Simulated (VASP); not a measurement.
Here is a VASP 6.6.1 calculation.

The input INCAR:

```
PREC     = Accurate       # precision mode
ENCUT    = 520            # plane-wave cutoff, eV
EDIFF    = 1E-7           # SCF threshold, eV
ISMEAR   = -1             # smearing method
SIGMA    = 0.2            # smearing width, eV
LREAL    = False          # projectors in reciprocal space
LASPH    = True           # aspherical terms in the spheres
NELM     = 60             # most SCF steps
ALGO     = Normal         # electronic algorithm
ISIF     = 2              # what is computed and relaxed
LWAVE    = False          # write WAVECAR
LCHARG   = True           # write CHGCAR
GGA      = PE             # functional
LELF     = True           # ELF
LVHAR    = True         
NBANDS   = 20             # bands
```

The input KPOINTS:

```
Automatic mesh
0
Gamma
  8 8 8
```

The input POSCAR:

```
MoS2
1.0
    1.5855000000      0.9153890000      6.1149970000
   -1.5855000000      0.9153890000      6.1149970000
    0.0000000000     -1.8307780000      6.1149970000
Mo S
1 2
Direct
    0.0000000000      0.0000000000      0.0000000000
    0.7500000000      0.7500000000      0.7500000000
    0.2500000000      0.2500000000      0.2500000000
```

Potentials or basis: VASP PAW PBE potentials, release 64 (Mo_sv, S).

Run with:

```sh
$ cat potpaw_PBE.64/Mo_sv/POTCAR potpaw_PBE.64/S/POTCAR > POTCAR
$ mpirun -np 1 vasp_std > vasp.out
```

Problem. Predict the largest force.

Solution. 0.990 eV/Å.

Problem. What does it give for the pressure?

Solution. 8.3 GPa.

Stress tensor (GPa, compression positive):
```
 7.07  0.00  0.00
 0.00  7.07  0.00
 0.00  0.00 10.71
```
